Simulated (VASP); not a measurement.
# BW5 (P6/mmm) in VASP: further runs

Runs on BW5. Level: PBE. Tasks: single point, relaxation of cell and atoms.

Program: VASP 6.6.1. These are calculated values, not measurements. Logs are shortened: lines on timing, memory, paths and dates and some standing lists are left out, and cuts for length are marked.

## (1) The cell of the first run

It takes space group P6/mmm (No. 191, hexagonal). The conventional cell has a = 4.533 Å, b = 4.533 Å, c = 5.194 Å, α = 90.00°, β = 90.00°, γ = 120.00°. B (site symmetry 6/mmm) has 14 W at 2.60 to 2.93 Å within 3.4 Å. Within 3.4 Å of W (site symmetry 3m) lie 8 W at 2.57 to 2.91 Å and 3 B at 2.93 Å. Within 3.4 Å of W (site symmetry 6/mmm) lie 2 B at 2.60 Å and 12 W at 2.91 Å.

The cell was built from a structure type or drawn by symmetry, and may not be a known phase.

## (2) Single point, PBE

The input, INCAR:

```
SYSTEM = BW5
PREC = Accurate ; ENCUT = 520
EDIFF = 1E-6 ; ISMEAR = 0
SIGMA = 0.1 ; LREAL = .FALSE.
LASPH = .TRUE. ; NELM = 100
ALGO = Normal ; ISIF = 2
LWAVE = .FALSE. ; LCHARG = .FALSE.
GGA = PE ; NBANDS = 46
```

The input, KPOINTS:

```
regular mesh
0
G
  6 6 4
  0 0 0
```

The input, POSCAR:

```
BW5
1.0
    4.5325667586     -0.0000000030      0.0000000000
   -2.2662833767      3.9253179588      0.0000000000
    0.0000000000      0.0000000000      5.1944972031
B W
1 5
Direct
    0.0000000000      0.0000000000      0.5000000000
    0.6666666667      0.3333333333      0.7529892466
    0.0000000000      0.0000000000      0.0000000000
    0.6666666667      0.3333333333      0.2470107534
    0.3333333333      0.6666666667      0.2470107534
    0.3333333333      0.6666666667      0.7529892466
```

Potentials or basis: VASP PAW PBE potentials, release 64 (B, W_sv).

On the command line:

```
cat potpaw_PBE.64/B/POTCAR potpaw_PBE.64/W_sv/POTCAR > POTCAR
mpirun -np 1 vasp_std > vasp.out
```

OUTCAR:

```text
SYSTEM = BW5
   PREC = Accurate
   ENCUT = 520
   EDIFF = 1E-6
   ISMEAR = 0
   LREAL = .FALSE.
   LASPH = .TRUE.
   NELM = 100
   ISIF = 2
   GGA = PE

 ion  position               nearest neighbor table
   1  0.000  0.000  0.500-   3 2.60   3 2.60
   2  0.667  0.333  0.753-   4 2.57   6 2.62   6 2.62   6 2.62   4 2.63   3 2.91   3 2.91   3 2.91

   3  0.000  0.000  0.000-   1 2.60   1 2.60   4 2.91   5 2.91   6 2.91   2 2.91   2 2.91   4 2.91
                             5 2.91   6 2.91   2 2.91   4 2.91   5 2.91   6 2.91
   4  0.667  0.333  0.247-   2 2.57   5 2.62   5 2.62   5 2.62   2 2.63   3 2.91   3 2.91   3 2.91

   5  0.333  0.667  0.247-   6 2.57   4 2.62   4 2.62   4 2.62   6 2.63   3 2.91   3 2.91   3 2.91

   6  0.333  0.667  0.753-   5 2.57   2 2.62   2 2.62   2 2.62   5 2.63   3 2.91   3 2.91   3 2.91

  LATTYP: Found a hexagonal cell.
 ALAT       =     4.5325667586
 C/A-ratio  =     1.1460387634

  Lattice vectors:

 A1 = (   4.5325667586,  -0.0000000030,   0.0000000000)
 A2 = (  -2.2662833767,   3.9253179588,   0.0000000000)
 A3 = (   0.0000000000,   0.0000000000,   5.1944972031)

Analysis of symmetry for initial positions (statically):
=====================================================================
 Subroutine PRICEL returns:
 Original cell was already a primitive cell.

 Routine SETGRP: Setting up the symmetry group for a
 hexagonal supercell.

 Subroutine GETGRP returns: Found 24 space group operations
 (whereof 24 operations were pure point group operations)
 out of a pool of 24 trial point group operations.

The static configuration has the point symmetry D_6h.

Analysis of symmetry for dynamics (positions and initial velocities):
=====================================================================
 Subroutine PRICEL returns:
 Original cell was already a primitive cell.

 Routine SETGRP: Setting up the symmetry group for a
 hexagonal supercell.

 Subroutine GETGRP returns: Found 24 space group operations
 (whereof 24 operations were pure point group operations)
 out of a pool of 24 trial point group operations.

The dynamic configuration has the point symmetry D_6h.

 Subroutine INISYM returns: Found 24 space group operations
 (whereof 24 operations are pure point group operations),
 and found     1 'primitive' translations

----------------------------------------------------------------------------------------

                                     Primitive cell

  volume of cell :      92.4193

[... 95 lines left out ...]
   NSW    =      0    number of steps for IOM
   IBRION =     -1    ionic relax: 0-MD 1-quasi-New 2-CG
   NFREE  =      0    steps in history (QN), initial steepest desc. (CG)
   ISIF   =      2    stress and relaxation
   ISYM   =      2    0-nonsym 1-usesym 2-fastsym
   POTIM  = 0.5000    time-step for ionic-motion
   TEBEG  =    0.0;   TEEND  =   0.0 temperature during run
   PSTRESS=    0.0 pullay stress
   NELECT =      73.0000    total number of electrons
   NUPDOWN=      -1.0000    fix difference up-down
   EMIN   =  10.00;   EMAX   =-10.00  energy-range for DOS
   EFERMI =   0.00;   METHOD = LEGACY
   ISMEAR =     0;   SIGMA  =   0.10  broadening in eV -4-tet -1-fermi 0-gaus
   EFERMI_NEDOS =   21; number of points for ismear=-14 and -15
   IALGO  =     38    algorithm
   IMIX   =      4    mixing-type and parameters
     AMIX     =   0.40;   BMIX     =  1.00
     AMIX_MAG =   1.60;   BMIX_MAG =  1.00
  volume/ion in A,a.u.               =      15.40       103.95
  Fermi-wavevector in a.u.,A,eV,Ry     =   1.513311  2.859744 31.158851  2.290111
  Thomas-Fermi vector in A             =   2.623119
   LORBIT       =      0    0 simple, 1 ext, 2 COOP (PROOUT), +10 PAW based schemes
   GGA     = PE    functional components
   LHFCALC =     F    Hartree Fock is set to
   AEXX    =    0.0000 exact exchange contribution
   IVDW    =     0    specifies the selected vdW correction
   LEPSILON=     F    determine dielectric tensor
   LRPA    =     F    only Hartree local field effects (RPA)
 non-spin polarized calculation
 Gauss-broadening in eV      SIGMA  =   0.10
  energy-cutoff  :      520.00
  volume of cell :       92.42
 maximum number of plane-waves:      2521
 NGX is ok and might be reduce to    36
   NGX = 17   NGY = 17   NGZ = 19

 number of electron      72.9999994 magnetization

 Free energy of the ion-electron system (eV)
  ---------------------------------------------------
  ext. energy  EPLUGINS =         0.00000000
  ---------------------------------------------------
  free energy    TOTEN  =       -65.84772594 eV

  energy without entropy =      -65.81233676  energy(sigma->0) =      -65.83003135

 E-fermi :  10.2921     XC(G=0): -13.0796

 val. band max:       10.2630244887   @ k =   0.5000   0.0000   0.2500
 cond. band min:      10.3018912154   @ k =   0.1667   0.0000   0.0000
 fundamental gap:      0.0388667268
 Fermi energy:        10.2921185647

 k-point     1 :       0.0000    0.0000    0.0000
  band No.  band energies     occupation
      1     -63.9830      2.00000
      2     -63.7367      2.00000
      3     -63.6262      2.00000
      4     -63.5868      2.00000
      5     -63.4735      2.00000
      6     -28.8480      2.00000
[... 1018 lines left out ...]
     45      13.1580      0.00000
     46      13.3477      0.00000

------------------------ aborting loop because EDIFF is reached ----------------------------------------

  FORCE on cell =-STRESS in cart. coord.  units (eV):
  Direction    XX          YY          ZZ          XY          YZ          ZX
  --------------------------------------------------------------------------------------
  -------------------------------------------------------------------------------------
  Total        0.3053535      0.3053535      0.4010969      0.0000000      0.0000000      0.0000000
  in kB        5.2935974      5.2935974      6.9534025      0.0000000      0.0000000      0.0000000
  external PRESSURE =       5.8468658 kB  Pullay stress =       0.0000000 kB

 VOLUME and BASIS-vectors are now :
 -----------------------------------------------------------------------------
  energy-cutoff  :      520.00
  volume of cell :       92.42
      direct lattice vectors                 reciprocal lattice vectors
     4.532566759 -0.000000003  0.000000000     0.220625543  0.127378216  0.000000000
    -2.266283377  3.925317959  0.000000000     0.000000000  0.254756433  0.000000000
     0.000000000  0.000000000  5.194497203     0.000000000  0.000000000  0.192511414

 POSITION                                       TOTAL-FORCE (eV/Angst)
 -----------------------------------------------------------------------------------
      0.00000      0.00000      2.59725        -0.000000     -0.000000      0.000000
      2.26628      1.30844      3.91140        -0.000000      0.000000     -0.008320
      0.00000      0.00000      0.00000        -0.000000     -0.000000      0.000000
      2.26628      1.30844      1.28310        -0.000000     -0.000000      0.008320
      0.00000      2.61688      1.28310         0.000000      0.000000      0.008320
      0.00000      2.61688      3.91140         0.000000      0.000000     -0.008320
 -----------------------------------------------------------------------------------
    total drift:                               -0.000000      0.000000     -0.000000

  FREE ENERGIE OF THE ION-ELECTRON SYSTEM (eV)
  ---------------------------------------------------
  free  energy   TOTEN  =       -65.8477259376 eV

  energy  without entropy=      -65.8123367608  energy(sigma->0) =      -65.83003135
```

Run time: 46 s. Hardware: 1 thread of Intel Xeon 6975P-C (Granite Rapids), shared host; peak memory 0.24 GiB.

Results:

```yaml
Free_energy: -65.8477 eV
Pressure: 0.6 GPa
Largest_force: 0.008 eV/Å
Band_gap_on_the_k_mesh: zero (an odd number of electrons rules out a gap without spin polarisation)
```

Forces on the atoms (eV/Å):
```
B    0.000  0.000  0.000
W    0.000  0.000 -0.008
W    0.000  0.000  0.000
W    0.000  0.000  0.008
W    0.000  0.000  0.008
W    0.000  0.000 -0.008
```

Caveat: spin-orbit coupling is left out, which moves the levels of the heavy elements.

## (3) Relaxation of cell and atoms, PBE

This run uses another cell than the first one, of 16.30 Å³/atom.

The input, INCAR:

```
SYSTEM = BW5
PREC     = Accurate       ! precision mode
ENCUT    = 600            ! plane-wave cutoff, eV
EDIFF    = 1E-6           ! SCF threshold, eV
ISMEAR   = 0              ! smearing method
SIGMA    = 0.1            ! smearing width, eV
LREAL    = .FALSE.        ! projectors in reciprocal space
LASPH    = .TRUE.         ! aspherical terms in the spheres
NELM     = 100            ! most SCF steps
ALGO     = Fast           ! electronic algorithm
ISIF     = 3              ! what is computed and relaxed
LWAVE    = .FALSE.        ! write WAVECAR
LCHARG   = .FALSE.        ! write CHGCAR
GGA      = PE             ! functional
IBRION   = 2              ! ionic algorithm
NSW      = 90             ! ionic steps
EDIFFG   = -0.04          ! ionic threshold
```

KPOINTS is that of step 2.

The input, POSCAR:

```
BW5
1.0
    4.3650489300      0.0000000000      0.0000000000
   -2.1825244600      3.7802432600      0.0000000000
    0.0000000000      0.0000000000      5.9253390400
B W
1 5
Direct
    0.0000000000      0.0000000000      0.5000000000
    0.6666666700      0.3333333300      0.7959949400
    0.0000000000      0.0000000000      0.0000000000
    0.6666666700      0.3333333300      0.2040050600
    0.3333333300      0.6666666700      0.2040050600
    0.3333333300      0.6666666700      0.7959949400
```

Potentials or basis: VASP PAW PBE potentials, release 64 (B, W_sv).

On the command line:

```
cat potpaw_PBE.64/B/POTCAR potpaw_PBE.64/W_sv/POTCAR > POTCAR
mpirun -np 1 vasp_std > vasp.out
```

It took 13 min on 1 thread of Intel Xeon 6975P-C (Granite Rapids), shared host; peak memory 0.3 GiB.

The run converged. Its results:

```yaml
Free_energy: -65.8493 eV
Relaxed_volume: 15.44 Å³/atom
Relaxed_cell: a = 4.536 Å, b = 4.536 Å, c = 5.201 Å, α = 90.00°, β = 90.00°, γ = 120.00°
Space_group_after_relaxing_to_0.1_Å: P6/mmm (No. 191)
Energy_gained_by_relaxing: 539.5 meV/atom
Ionic_steps: 13
Pressure_after_relaxing: 0.0 GPa
Largest_force_after_relaxing: 0.006 eV/Å
Band_gap_on_the_k_mesh: zero (an odd number of electrons rules out a gap without spin polarisation)
```

Forces in eV/Å, atoms in the order of the input:
```
B    0.000  0.000  0.000
W    0.000  0.000 -0.006
W    0.000  0.000  0.000
W    0.000  0.000  0.006
W    0.000  0.000  0.006
W    0.000  0.000 -0.006
```

Step by step:
```csv
step,energy change (eV),largest force (eV/Å),pressure (GPa),volume (Å³)
1,0.0000,3.6952,16.43,97.77
2,1.2150,0.5712,-37.40,122.54
3,-1.1546,1.2360,-14.14,107.04
4,-2.8802,1.7557,-6.30,96.33
5,-2.8984,1.4555,-3.94,94.95
6,-2.6694,2.1052,16.65,87.32
7,-3.1363,0.2054,2.04,91.80
8,-3.2115,0.0910,-2.43,93.66
9,-3.2349,0.1240,-1.21,93.05
10,-3.2349,0.1256,-1.15,93.03
11,-3.2326,0.0781,1.95,91.99
12,-3.2372,0.0433,0.11,92.60
13,-3.2373,0.0055,-0.02,92.66
```

Final structure:
```
CELL_PARAMETERS angstrom
4.53557 0.00000 0.00000
-2.26779 3.92792 0.00000
0.00000 0.00000 5.20116
ATOMIC_POSITIONS crystal
B 0.00000 0.00000 0.50000
W 0.66667 0.33333 0.75304
W 0.00000 0.00000 0.00000
W 0.66667 0.33333 0.24696
W 0.33333 0.66667 0.24696
W 0.33333 0.66667 0.75304
```

Levels at points of the mesh, in eV from the Fermi level:
```tsv
k point	band 35	band 36	band 37	band 38	band 39	band 40
(0.00, 0.00, 0.00)	-1.48	0.09	0.09	0.65	0.65	1.14
(0.50, 0.00, 0.00)	-1.02	0.07	0.27	0.64	1.04	1.58
(0.00, 0.00, 0.50)	-0.32	-0.32	-0.30	-0.15	0.01	0.01
(0.50, 0.00, 0.50)	-0.92	-0.59	-0.14	0.49	0.77	1.00
```

Caveat: spin-orbit coupling is left out, which moves the levels of the heavy elements.
